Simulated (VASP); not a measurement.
# CdSe (P1) in VASP: relaxation of cell and atoms with PBEsol

Aim: the relaxation of cell and atoms of CdSe with PBEsol.

Program: VASP 6.6.1. These are calculated values, not measurements. Logs are shortened: lines on timing, memory, paths and dates and some standing lists are left out, and cuts for length are marked.

**1. The cell of the first run**

The typed cell holds 8 atoms: a = 4.277 Å, b = 8.520 Å, c = 6.997 Å, α = 91.20°, β = 88.46°, γ = 119.62°.

**2. Relaxation of cell and atoms, PBEsol**

The input, INCAR:

```
SYSTEM = CdSe
  ALGO = Normal
  EDIFF = 1E-7
  EDIFFG = -0.01
  ENCUT = 500
  GGA = PS
  GGA_COMPAT = .False.
  IBRION = 2
  ISIF = 3
  ISMEAR = -1
  KPAR = 4
  LASPH = .True.
  LCHARG = .False.
  LREAL = .False.
  LWAVE = .False.
  NELM = 120
  NELMIN = 4
  NSW = 100
  PREC = Accurate
  SIGMA = 0.05
```

The input, KPOINTS:

```
k-points
0
Gamma
  6 6 4
  0 0 0
```

The input, POSCAR:

```
CdSe
1.0
    4.2760842203      0.0189000410      0.0576879600
   -4.2433483891      7.3876300505     -0.0898569476
    0.0941086174     -0.0302984895      6.9967843210
Cd Se
4 4
Direct
    0.3170004686      0.3189875006     -0.0164207935
    0.6647226698      0.1655857806      0.4900274180
    0.3452347887      0.8434094267     -0.0048242669
    0.6451659586      0.6555600293      0.5028479488
    0.3234130247      0.3333455197      0.3692262789
    0.6477187189      0.1650138936      0.8837966578
    0.3304352043      0.8505160836      0.3760752961
    0.6526811793      0.6632975618      0.8628210408
```

Potentials or basis: VASP PAW PBE potentials, release 64 (Cd, Se).

Launch:

```sh
$ cat potpaw_PBE.64/Cd/POTCAR potpaw_PBE.64/Se/POTCAR > POTCAR
$ mpirun -np 4 vasp_std > vasp.out
```

OUTCAR:

```text
SYSTEM = CdSe
   EDIFF = 1E-7
   EDIFFG = -0.01
   ENCUT = 500
   GGA = PS
   IBRION = 2
   ISIF = 3
   ISMEAR = -1
   LASPH = .True.
   LREAL = .False.
   NELM = 120
   NELMIN = 4
   NSW = 100
   PREC = Accurate

 ion  position               nearest neighbor table
   1  0.317  0.319  0.984-   6 2.44   6 2.60   8 2.69   5 2.70
   2  0.665  0.166  0.490-   7 2.46   5 2.58   5 2.66   6 2.75
   3  0.345  0.843  0.995-   6 2.51   8 2.61   7 2.66   8 2.75
   4  0.645  0.656  0.503-   8 2.52   5 2.56   7 2.69   7 2.77
   5  0.323  0.333  0.369-   4 2.56   2 2.58   2 2.66   1 2.70
   6  0.648  0.165  0.884-   1 2.44   3 2.51   1 2.60   2 2.75
   7  0.330  0.851  0.376-   2 2.46   3 2.66   4 2.69   4 2.77
   8  0.653  0.663  0.863-   4 2.52   3 2.61   1 2.69   3 2.75

  LATTYP: Found a triclinic cell.
 ALAT       =     4.2765150966
 B/A-ratio  =     2.6179210480
 C/A-ratio  =     1.7319411079
 COS(alpha) =     0.0013242911
 COS(beta)  =     0.0087801535
 COS(gamma) =     0.7807884246

  Lattice vectors:

 A1 = (  -4.2760842203,  -0.0189000410,  -0.0576879600)
 A2 = (  -8.6462770580,  -0.0075015925,  -7.1121602410)
 A3 = (  -0.0327358312,  -7.4065300915,   0.0321689876)

Analysis of symmetry for initial positions (statically):
=====================================================================
 Subroutine PRICEL returns:
 Original cell was already a primitive cell.

 Routine SETGRP: Setting up the symmetry group for a
 triclinic supercell.

 Subroutine GETGRP returns: Found  1 space group operations
 (whereof  1 operations were pure point group operations)
 out of a pool of  2 trial point group operations.

The static configuration has the point symmetry C_1 .

Analysis of symmetry for dynamics (positions and initial velocities):
=====================================================================
 Subroutine PRICEL returns:
 Original cell was already a primitive cell.

 Routine SETGRP: Setting up the symmetry group for a
 triclinic supercell.

 Subroutine GETGRP returns: Found  1 space group operations
 (whereof  1 operations were pure point group operations)
 out of a pool of  2 trial point group operations.

The dynamic configuration has the point symmetry C_1 .

 Subroutine INISYM returns: Found  1 space group operations
 (whereof  1 operations are pure point group operations),
 and found     1 'primitive' translations

----------------------------------------------------------------------------------------

                                     Primitive cell

  volume of cell :     221.5460

  direct lattice vectors                    reciprocal lattice vectors
     4.276084220  0.018900041  0.057687960     0.233301169  0.133973723 -0.002557811
    -4.243348389  7.387630051 -0.089856948    -0.000604784  0.135021239  0.000592823
     0.094108617 -0.030298490  6.996784321    -0.001931318  0.000629421  0.142951501

  length of vectors
     4.276515097  8.520044459  6.997482781     0.269044487  0.135023895  0.142965933

  position of ions in fractional coordinates (direct lattice)
     0.317000469  0.318987501  0.983579207
     0.664722670  0.165585781  0.490027418
     0.345234789  0.843409427  0.995175733
     0.645165959  0.655560029  0.502847949
     0.323413025  0.333345520  0.369226279
     0.647718719  0.165013894  0.883796658
     0.330435204  0.850516084  0.376075296
     0.652681179  0.663297562  0.862821041

  ion indices of the primitive-cell ions
   primitive index   ion index
                 1           1
                 2           2
                 3           3
                 4           4
                 5           5
                 6           6
                 7           7
                 8           8

----------------------------------------------------------------------------------------

 KPOINTS: k-points

Automatic generation of k-mesh.
 Grid dimensions read from file:
 generate k-points for:    6    6    4

 Generating k-lattice:

  Cartesian coordinates                     Fractional coordinates (reciprocal lattice)
     0.038883528  0.022328954 -0.000426302     0.166666667  0.000000000 -0.000000000
    -0.000100797  0.022503540  0.000098804    -0.000000000  0.166666667 -0.000000000
    -0.000482829  0.000157355  0.035737875     0.000000000  0.000000000  0.250000000

  Length of vectors
     0.044840748  0.022503982  0.035741483

  Shift w.r.t. Gamma in fractional coordinates (k-lattice)
     0.000000000  0.000000000  0.000000000

 Subroutine IBZKPT returns following result:
 ===========================================

 Found     76 irreducible k-points:

 Following reciprocal coordinates:
            Coordinates               Weight
  0.000000  0.000000  0.000000      1.000000
  0.166667 -0.000000  0.000000      2.000000
  0.333333 -0.000000  0.000000      2.000000
  0.500000 -0.000000 -0.000000      1.000000
 -0.000000  0.166667  0.000000      2.000000
  0.166667  0.166667 -0.000000      2.000000
[... 16 lines left out ...]
  0.333333 -0.000000  0.250000      2.000000
  0.500000 -0.000000  0.250000      2.000000
 [... further k-points ...]
   k-points           NKPTS =     76   k-points in BZ     NKDIM =     76   number of bands    NBANDS=     43
   number of dos      NEDOS =    301   number of ions     NIONS =      8
   total plane-waves  NPLWV = 110592
   dimension x,y,z NGX =    32 NGY =   64 NGZ =   54
   dimension x,y,z NGXF=    64 NGYF=  128 NGZF=  108
   ions per type =               4   4
   NGX,Y,Z   is equivalent  to a cutoff of  12.44, 12.49, 12.83 a.u.
   NGXF,Y,Z  is equivalent  to a cutoff of  24.88, 24.98, 25.66 a.u.
 SYSTEM =  CdSe
   PREC   = accura    normal or accurate (medium, high low for compatibility)
   ISTART =      0    job   : 0-new  1-cont  2-samecut
   ICHARG =      2    charge: 1-file 2-atom 10-const
   ISPIN  =      1    spin polarized calculation?
   LNONCOLLINEAR =      F non collinear calculations
   LSORBIT =      F    spin-orbit coupling
   LASPH  =      T    aspherical Exc in radial PAW
   ENCUT  =  500.0 eV  36.75 Ry    6.06 a.u.   7.80 15.53 12.76*2*pi/ulx,y,z
   NELM   =    120;   NELMIN=  4; NELMDL= -5     # of ELM steps
   EDIFF  = 0.1E-06   stopping-criterion for ELM
   LREAL  =      F    real-space projection
   EDIFFG = -.1E-01   stopping-criterion for IOM
   NSW    =    100    number of steps for IOM
   IBRION =      2    ionic relax: 0-MD 1-quasi-New 2-CG
   NFREE  =      1    steps in history (QN), initial steepest desc. (CG)
   ISIF   =      3    stress and relaxation
   ISYM   =      2    0-nonsym 1-usesym 2-fastsym
   POTIM  = 0.5000    time-step for ionic-motion
   TEBEG  =    0.0;   TEEND  =   0.0 temperature during run
   PSTRESS=    0.0 pullay stress
   NELECT =      72.0000    total number of electrons
   NUPDOWN=      -1.0000    fix difference up-down
   EMIN   =  10.00;   EMAX   =-10.00  energy-range for DOS
   EFERMI =   0.00;   METHOD = LEGACY
   ISMEAR =    -1;   SIGMA  =   0.05  broadening in eV -4-tet -1-fermi 0-gaus
   EFERMI_NEDOS =   21; number of points for ismear=-14 and -15
   IALGO  =     38    algorithm
   IMIX   =      4    mixing-type and parameters
     AMIX     =   0.40;   BMIX     =  1.00
     AMIX_MAG =   1.60;   BMIX_MAG =  1.00
  volume/ion in A,a.u.               =      27.69       186.88
  Fermi-wavevector in a.u.,A,eV,Ry     =   1.125549  2.126979 17.236682  1.266860
  Thomas-Fermi vector in A             =   2.262227
   LORBIT       =      0    0 simple, 1 ext, 2 COOP (PROOUT), +10 PAW based schemes
   GGA     = PS    functional components
   LHFCALC =     F    Hartree Fock is set to
   AEXX    =    0.0000 exact exchange contribution
   IVDW    =     0    specifies the selected vdW correction
   LEPSILON=     F    determine dielectric tensor
   LRPA    =     F    only Hartree local field effects (RPA)
 conjugate gradient relaxation of ions
 non-spin polarized calculation
  energy-cutoff  :      500.00
  volume of cell :      221.55
 maximum number of plane-waves:      5646
   NGX = 15   NGY = 31   NGZ = 25

--------------------------------------- Ionic step        1  -------------------------------------------

 number of electron      72.0000004 magnetization

 Free energy of the ion-electron system (eV)
  ---------------------------------------------------
  ext. energy  EPLUGINS =         0.00000000
  ---------------------------------------------------
  free energy    TOTEN  =       -24.28773480 eV

  energy without entropy =      -24.28766185  energy(sigma->0) =      -24.28769832

------------------------ aborting loop because EDIFF is reached ----------------------------------------

  FORCE on cell =-STRESS in cart. coord.  units (eV):
  Direction    XX          YY          ZZ          XY          YZ          ZX
  --------------------------------------------------------------------------------------
  -------------------------------------------------------------------------------------
  Total        2.1189536      4.9811404      1.4779245     -0.9718950      1.2470194     -1.4535551
  in kB       15.3238606     36.0226394     10.6880626     -7.0285561      9.0182023    -10.5118282
  external PRESSURE =      20.6781875 kB  Pullay stress =       0.0000000 kB
[... 107 lines left out ...]
  FREE ENERGIE OF THE ION-ELECTRON SYSTEM (eV)
  ---------------------------------------------------
  free  energy   TOTEN  =       -24.6085317054 eV

  energy  without entropy=      -24.6083386549  energy(sigma->0) =      -24.60843518

[... ionic steps 4 to 19 ...]

--------------------------------------- Ionic step       20  -------------------------------------------

 number of electron      71.9999988 magnetization

------------------------ aborting loop because EDIFF is reached ----------------------------------------
[... 79 lines left out ...]
--------------------------------------- Ionic step       22  -------------------------------------------

 number of electron      71.9999992 magnetization

 Free energy of the ion-electron system (eV)
  ---------------------------------------------------
  ext. energy  EPLUGINS =         0.00000000
  ---------------------------------------------------
  free energy    TOTEN  =       -24.70143211 eV

  energy without entropy =      -24.70133475  energy(sigma->0) =      -24.70138343

 E-fermi :   1.0654     XC(G=0):  -9.0618

 val. band max:        0.7678621581   @ k =   0.0000   0.0000   0.0000
 cond. band min:       1.2934368093   @ k =   0.0000   0.0000   0.0000
 fundamental gap:      0.5255746511
 Fermi energy:         1.0653755531

 k-point     1 :       0.0000    0.0000    0.0000
  band No.  band energies     occupation
      1     -11.8286      2.00000
      2     -11.4554      2.00000
      3     -11.4490      2.00000
      4     -11.3351      2.00000
      5      -7.1193      2.00000
      6      -7.1131      2.00000
[... 1093 lines left out ...]
     42       5.8482      0.00000
     43       5.8748      0.00000

 [... further k-points ...]

------------------------ aborting loop because EDIFF is reached ----------------------------------------

  FORCE on cell =-STRESS in cart. coord.  units (eV):
  Direction    XX          YY          ZZ          XY          YZ          ZX
  --------------------------------------------------------------------------------------
  -------------------------------------------------------------------------------------
  Total        0.0055719     -0.0011348      0.0105957     -0.0040611     -0.0014725      0.0025478
  in kB        0.0394175     -0.0080282      0.0749572     -0.0287294     -0.0104168      0.0180236
  external PRESSURE =       0.0354488 kB  Pullay stress =       0.0000000 kB
[... 23 lines left out ...]
  FREE ENERGIE OF THE ION-ELECTRON SYSTEM (eV)
  ---------------------------------------------------
  free  energy   TOTEN  =       -24.7014321128 eV

  energy  without entropy=      -24.7013347477  energy(sigma->0) =      -24.70138343

 reached required accuracy - stopping structural energy minimisation
```

Run time: 20 min. Hardware: 4 MPI ranks of Intel Xeon 6975P-C (Granite Rapids), shared host; peak memory 0.7 GiB.

Results:

- Free energy: -24.7014 eV
- Relaxed volume: 28.31 Å³/atom
- Relaxed cell: a = 4.312 Å, b = 8.620 Å, c = 7.035 Å, α = 90.02°, β = 89.98°, γ = 119.99°
- Space group after relaxing (to 0.1 Å): P6_3mc (No. 186)
- Energy gained by relaxing: 51.7 meV/atom
- Ionic steps: 22
- Pressure after relaxing: 0.0 GPa
- Largest force after relaxing: 0.007 eV/Å
- Band gap on the k mesh: 0.53 eV

Forces on the atoms (eV/Å):
```
Cd   0.000  0.006 -0.003
Cd   0.000 -0.005  0.005
Cd  -0.003  0.001 -0.001
Cd   0.005 -0.001 -0.001
Se  -0.002 -0.001 -0.006
Se  -0.001 -0.002  0.001
Se   0.001 -0.001  0.003
Se   0.000  0.003  0.003
```

The path:
| step | energy change (eV) | largest force (eV/Å) | pressure (GPa) | volume (Å³) |
| --- | --- | --- | --- | --- |
| 1 | 0.0000 | 1.5254 | 2.07 | 221.55 |
| 2 | -0.3207 | 0.4424 | -1.32 | 233.14 |
| 3 | -0.3208 | 0.4506 | -1.25 | 232.82 |
| 4 | -0.3913 | 0.2558 | -0.12 | 227.04 |
| 5 | -0.3963 | 0.1915 | 0.33 | 225.10 |
| 6 | -0.4061 | 0.1225 | 0.06 | 226.22 |
| 7 | -0.4073 | 0.1507 | -0.07 | 226.79 |
| 8 | -0.4103 | 0.0868 | -0.03 | 226.59 |
| 9 | -0.4112 | 0.0655 | 0.02 | 226.39 |
| 10 | -0.4121 | 0.0432 | 0.00 | 226.48 |
| 11 | -0.4124 | 0.0286 | -0.02 | 226.55 |
| 12 | -0.4127 | 0.0272 | 0.01 | 226.42 |
| 13 | -0.4127 | 0.0336 | 0.04 | 226.32 |
| 14 | -0.4130 | 0.0271 | 0.00 | 226.47 |
| 15 | -0.4131 | 0.0220 | -0.06 | 226.73 |
| 16 | -0.4133 | 0.0164 | -0.02 | 226.56 |
| 17 | -0.4134 | 0.0173 | 0.03 | 226.37 |
| 18 | -0.4135 | 0.0144 | 0.01 | 226.45 |
| 19 | -0.4135 | 0.0179 | -0.01 | 226.53 |
| 20 | -0.4136 | 0.0139 | -0.01 | 226.52 |
| 21 | -0.4136 | 0.0144 | 0.00 | 226.49 |
| 22 | -0.4137 | 0.0072 | 0.00 | 226.48 |

Final structure:
```
CELL_PARAMETERS angstrom
4.31189 0.00124 0.00081
-4.31051 7.46467 -0.00059
0.00156 -0.00075 7.03520
ATOMIC_POSITIONS crystal
Cd 0.32380 0.33201 0.99550
Cd 0.65817 0.16666 0.49490
Cd 0.32438 0.83232 0.99479
Cd 0.65663 0.66688 0.49517
Se 0.32477 0.33333 0.37113
Se 0.65781 0.16579 0.87072
Se 0.32326 0.83325 0.37055
Se 0.65754 0.66547 0.87079
```

Caveat: semilocal functionals underestimate gaps, and a narrow one can read as zero; the PAW data sets were made with another functional, which shifts forces and pressure a little.
